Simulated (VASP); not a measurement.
# Sc3Al (Pm-3m) in VASP: a series of runs, part 2 of 2

VASP 6.6.1. Earlier steps stand in the parts before.

### Step 4. Single point, PBEsol (volume scaled by 1.06)

File INCAR:

```
SYSTEM = Sc3Al
  PREC = Accurate
  ENCUT = 520
  EDIFF = 1E-7
  ISMEAR = 0
  SIGMA = 0.1
  LREAL = .FALSE.
  LASPH = .TRUE.
  NELM = 80
  ALGO = Fast
  ISIF = 2
  LWAVE = .FALSE.
  LCHARG = .FALSE.
  GGA = PS
  NBANDS = 26
```

File KPOINTS:

```
regular mesh
0
G
  10 10 10
  0 0 0
```

File POSCAR:

```
Sc3Al
1.0
    4.4605970775      0.0000000000      0.0000000000
    0.0000000000      4.4605970775      0.0000000000
    0.0000000000      0.0000000000      4.4605970775
Sc Al
3 1
Direct
    0.5000000000      0.0000000000      0.5000000000
    0.0000000000      0.5000000000      0.5000000000
    0.5000000000      0.5000000000      0.0000000000
    0.0000000000      0.0000000000      0.0000000000
```

Potentials or basis: VASP PAW PBE potentials, release 64 (Sc_sv, Al).

Launch:

```
$ cat potpaw_PBE.64/Sc_sv/POTCAR potpaw_PBE.64/Al/POTCAR > POTCAR
$ mpirun -np 1 vasp_std > vasp.out
```

OUTCAR:

```text
SYSTEM = Sc3Al
   PREC = Accurate
   ENCUT = 520
   EDIFF = 1E-7
   ISMEAR = 0
   LREAL = .FALSE.
   LASPH = .TRUE.
   NELM = 80
   ISIF = 2
   GGA = PS

 ion  position               nearest neighbor table
   1  0.500  0.000  0.500-   2 3.15   3 3.15   4 3.15   3 3.15   4 3.15   2 3.15   3 3.15   3 3.15
                             2 3.15   4 3.15   4 3.15   2 3.15
   2  0.000  0.500  0.500-   1 3.15   3 3.15   4 3.15   3 3.15   4 3.15   1 3.15   4 3.15   4 3.15
                             1 3.15   3 3.15   3 3.15   1 3.15
   3  0.500  0.500  0.000-   1 3.15   2 3.15   4 3.15   1 3.15   2 3.15   1 3.15   4 3.15   1 3.15
                             2 3.15   4 3.15   2 3.15   4 3.15
   4  0.000  0.000  0.000-   1 3.15   2 3.15   3 3.15   1 3.15   2 3.15   2 3.15   3 3.15   2 3.15
                             1 3.15   3 3.15   1 3.15   3 3.15

  LATTYP: Found a simple cubic cell.
 ALAT       =     4.4605970775

  Lattice vectors:

 A1 = (   4.4605970775,   0.0000000000,   0.0000000000)
 A2 = (   0.0000000000,   4.4605970775,   0.0000000000)
 A3 = (   0.0000000000,   0.0000000000,   4.4605970775)

Analysis of symmetry for initial positions (statically):
=====================================================================
 Subroutine PRICEL returns:
 Original cell was already a primitive cell.

 Routine SETGRP: Setting up the symmetry group for a
 simple cubic supercell.

 Subroutine GETGRP returns: Found 48 space group operations
 (whereof 48 operations were pure point group operations)
 out of a pool of 48 trial point group operations.

The static configuration has the point symmetry O_h .

Analysis of symmetry for dynamics (positions and initial velocities):
=====================================================================
 Subroutine PRICEL returns:
 Original cell was already a primitive cell.

 Routine SETGRP: Setting up the symmetry group for a
 simple cubic supercell.

 Subroutine GETGRP returns: Found 48 space group operations
 (whereof 48 operations were pure point group operations)
 out of a pool of 48 trial point group operations.

The dynamic configuration has the point symmetry O_h .
[... 120 lines left out ...]
   IALGO  =     68    algorithm
   IMIX   =      4    mixing-type and parameters
     AMIX     =   0.40;   BMIX     =  1.00
     AMIX_MAG =   1.60;   BMIX_MAG =  1.00
  volume/ion in A,a.u.               =      22.19       149.73
  Fermi-wavevector in a.u.,A,eV,Ry     =   1.211851  2.290067 19.981293  1.468584
  Thomas-Fermi vector in A             =   2.347354
   LORBIT       =      0    0 simple, 1 ext, 2 COOP (PROOUT), +10 PAW based schemes
   GGA     = PS    functional components
   LHFCALC =     F    Hartree Fock is set to
   AEXX    =    0.0000 exact exchange contribution
   IVDW    =     0    specifies the selected vdW correction
   LEPSILON=     F    determine dielectric tensor
   LRPA    =     F    only Hartree local field effects (RPA)
 non-spin polarized calculation
 RMM-DIIS sequential band-by-band and
 Gauss-broadening in eV      SIGMA  =   0.10
  energy-cutoff  :      520.00
  volume of cell :       88.75
 maximum number of plane-waves:      2440
 NGX is ok and might be reduce to    36
   NGX = 17   NGY = 17   NGZ = 17

 number of electron      35.9999996 magnetization

 Free energy of the ion-electron system (eV)
  ---------------------------------------------------
  ext. energy  EPLUGINS =         0.00000000
  ---------------------------------------------------
  free energy    TOTEN  =       -24.89896250 eV

  energy without entropy =      -24.86993240  energy(sigma->0) =      -24.88444745

 E-fermi :   4.4818     XC(G=0): -10.1216

 val. band max:        4.4703937895   @ k =   0.2000   0.2000   0.0000
 cond. band min:       4.4894173960   @ k =   0.4000   0.0000   0.0000
 fundamental gap:      0.0190236065
 Fermi energy:         4.4817986282

 k-point     1 :       0.0000    0.0000    0.0000
  band No.  band energies     occupation
      1     -44.8059      2.00000
      2     -44.7132      2.00000
      3     -44.7132      2.00000
      4     -23.6857      2.00000
      5     -23.6857      2.00000
      6     -23.6857      2.00000
[... 685 lines left out ...]
     25       6.9910      0.00000
     26       7.3516      0.00000

 [... further k-points ...]
[... 5 lines left out ...]
  --------------------------------------------------------------------------------------
  -------------------------------------------------------------------------------------
  Total       -1.9426272     -1.9426272     -1.9426272      0.0000000      0.0000000     -0.0000000
  in kB      -35.0688131    -35.0688131    -35.0688131      0.0000000      0.0000000     -0.0000000
  external PRESSURE =     -35.0688131 kB  Pullay stress =       0.0000000 kB

 VOLUME and BASIS-vectors are now :
 -----------------------------------------------------------------------------
  energy-cutoff  :      520.00
  volume of cell :       88.75
      direct lattice vectors                 reciprocal lattice vectors
     4.460597078  0.000000000  0.000000000     0.224185234  0.000000000  0.000000000
     0.000000000  4.460597078  0.000000000     0.000000000  0.224185234  0.000000000
     0.000000000  0.000000000  4.460597078     0.000000000  0.000000000  0.224185234

 POSITION                                       TOTAL-FORCE (eV/Angst)
 -----------------------------------------------------------------------------------
      2.23030      0.00000      2.23030         0.000000      0.000000      0.000000
      0.00000      2.23030      2.23030         0.000000      0.000000      0.000000
      2.23030      2.23030      0.00000         0.000000      0.000000      0.000000
      0.00000      0.00000      0.00000         0.000000      0.000000      0.000000
 -----------------------------------------------------------------------------------
    total drift:                                0.000000      0.000000      0.000000

  FREE ENERGIE OF THE ION-ELECTRON SYSTEM (eV)
  ---------------------------------------------------
  free  energy   TOTEN  =       -24.8989625018 eV

  energy  without entropy=      -24.8699324024  energy(sigma->0) =      -24.88444745
```

It took 80 s on 1 thread of Intel Xeon Platinum 8559C (Emerald Rapids), shared host; peak memory 0.27 GiB.

Results:

```yaml
Free_energy: -24.8990 eV
Pressure: -3.5 GPa
Band_gap_on_the_k_mesh: zero (band 18 reaches 4.67 eV, above the bottom of band 19 at 3.35 eV)
```

Caveat: the PAW data sets were made with another functional, which shifts forces and pressure a little.

### Step 5. The runs side by side

```csv
cell,gap on the mesh (eV),pressure (GPa)
"a = 4.375 Å, 4 atoms",none,0.1
"a = 4.418 Å, 4 atoms",none,-1.8
"a = 4.461 Å, 4 atoms",none,-3.5
```

Alike in all rows: task single point; level PBEsol; potentials or basis VASP PAW PBE potentials, release 64 (Sc_sv, Al); no spin polarisation; k mesh 10 × 10 × 10; cutoff (eV) 520; smearing gaussian 0.1 eV.

Caveats: the PAW data sets were made with another functional, which shifts forces and pressure a little.

Total energies depend on the potentials used, so only differences within one code and one set of settings carry meaning.
